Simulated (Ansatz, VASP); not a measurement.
Two plane-wave programs on Ba2YCrC6N6

Contents of INCAR:

```
PREC = Accurate ; ENCUT = 520
EDIFF = 1E-6 ; ISMEAR = 0
SIGMA = 0.1 ; LREAL = Auto
LASPH = T ; NELM = 150
ALGO = Normal ; ISIF = 2
LWAVE = F ; LCHARG = F
ISPIN = 2 ; MAGMOM = 0 0 0 3 0 0 0 0 0 0 0 0 0 0 0 0
LORBIT = 11 ; LMAXMIX = 4
GGA = PE ; NBANDS = 66
```

File KPOINTS:

```
regular mesh
0
Gamma
  4 4 4
```

POSCAR

```
Ba2YCrC6N6
1.0
    0.0000000000      5.3180000000      5.3180000000
    5.3180000000      0.0000000000      5.3180000000
    5.3180000000      5.3180000000      0.0000000000
Ba Y Cr C N
2 1 1 6 6
Direct
    0.2500000000      0.2500000000      0.2500000000
    0.7500000000      0.7500000000      0.7500000000
    0.5000000000      0.5000000000      0.5000000000
    0.0000000000      0.0000000000      0.0000000000
    0.8177886400      0.1822113600      0.1822113600
    0.1822113600      0.8177886400      0.1822113600
    0.1822113600      0.1822113600      0.8177886400
    0.1822113600      0.8177886400      0.8177886400
    0.8177886400      0.1822113600      0.8177886400
    0.8177886400      0.8177886400      0.1822113600
    0.7077848800      0.2922151200      0.2922151200
    0.2922151200      0.7077848800      0.2922151200
    0.2922151200      0.2922151200      0.7077848800
    0.2922151200      0.7077848800      0.7077848800
    0.7077848800      0.2922151200      0.7077848800
    0.7077848800      0.7077848800      0.2922151200
```

Input for Ansatz:

```yaml
crystal:
  lattice:
    - [0.0, 5.318, 5.318]
    - [5.318, 0.0, 5.318]
    - [5.318, 5.318, 0.0]
  atoms:
    - { symbol: Ba, position: [0.25, 0.25, 0.25] }
    - { symbol: Ba, position: [0.75, 0.75, 0.75] }
    - { symbol: "Y", position: [0.5, 0.5, 0.5] }
    - { symbol: Cr, position: [0.0, 0.0, 0.0], spin: 3.0 }
    - { symbol: C, position: [0.81778864, 0.18221136, 0.18221136] }
    - { symbol: C, position: [0.18221136, 0.81778864, 0.18221136] }
    - { symbol: C, position: [0.18221136, 0.18221136, 0.81778864] }
    - { symbol: C, position: [0.18221136, 0.81778864, 0.81778864] }
    - { symbol: C, position: [0.81778864, 0.18221136, 0.81778864] }
    - { symbol: C, position: [0.81778864, 0.81778864, 0.18221136] }
    - { symbol: "N", position: [0.70778488, 0.29221512, 0.29221512] }
    - { symbol: "N", position: [0.29221512, 0.70778488, 0.29221512] }
    - { symbol: "N", position: [0.29221512, 0.29221512, 0.70778488] }
    - { symbol: "N", position: [0.29221512, 0.70778488, 0.70778488] }
    - { symbol: "N", position: [0.70778488, 0.29221512, 0.70778488] }
    - { symbol: "N", position: [0.70778488, 0.70778488, 0.29221512] }
basis:
  ecutwfc: 420
kpoints:
  mp_grid: { grid: [4, 4, 4] }
hamiltonian:
  xc: pbe
scf:
  occupations: { method: gaussian, width: 0.1 }
  lower_state_search: "off"
output:
  forces: true
  stress: true
  eigenvalues: true
  populations: true
magnetization:
  spin_polarized: true
```

Alike in both runs: task single point; functional PBE; k mesh 4 × 4 × 4; occupations gaussian, width 0.1 eV; collinear spin.

|  | VASP | Ansatz |
| --- | --- | --- |
| version | VASP 6.6.1 | Ansatz 0.2.0 |
| potentials or method | VASP PAW PBE potentials, release 64 (Ba_sv, Y_sv, Cr_pv, C, N), cutoff 520 eV | scalar-relativistic, plane waves, PAW |
| valence electrons in the cell | 97 | 99 |

Ansatz gave:

```
gap on the k mesh at the Fermi level (eV)                     : none
pressure (GPa)                                                : 5.9
rms of the force components (eV/Å)                            : 1.384
net moment per atom (μB)                                      : 0.04
size of the moment on the site where the two differ most (μB) : 0.13
```

Q: Which values does VASP return?

A: gap on the k mesh at the Fermi level (eV): none; pressure (GPa): 6.3; rms of the force components (eV/Å): 1.579; net moment per atom (μB): 0.04; size of the moment on the site where the two differ most (μB): 0.11.

Site moments also hang on the region over which each program counts them. Atom by atom the forces differ by 0.204 eV/Å (rms over components). A gap of «none» marks a metal or a gap that the smearing closes. VASP's potentials hold 97 valence electrons a cell and Ansatz's 99, so a difference there can come from the potentials and not from the codes.

Spin-orbit coupling is off throughout. Noted on VASP's run: the standard files for N, O and F lose accuracy on very short bonds.
